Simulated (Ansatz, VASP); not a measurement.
TiB2: VASP beside Ansatz

```
Ti B
1.0
     3.02920    0.00000    0.00000
    -1.51460    2.62336    0.00000
     0.00000    0.00000    3.22840
Ti B
1 2
Direct
  0.00000 0.00000 0.00000
  0.33333 0.66667 0.50000
  0.66667 0.33333 0.50000
```

Alike in both runs: task single point; functional r2SCAN; k mesh 10 × 10 × 9; no spin polarisation.

```csv
,VASP,Ansatz
version,VASP 6.6.1,Ansatz 0.2.0
potentials or method,"VASP PAW PBE potentials, release 64 (Ti_sv, B), cutoff 550 eV","plane waves, PAW"
occupations,"methfessel-paxton of order 1, width 0.05 eV","cold, width 0.05 eV"
valence electrons in the cell,18,18
```

```csv
,VASP,Ansatz,Ansatz less VASP
pressure (GPa),-0.4,-1.2,-0.83
"traceless stress, the component that is largest in VASP (GPa)",0.42,0.32,-0.101
```

VASP's potentials were made for PBE, not for r2SCAN.
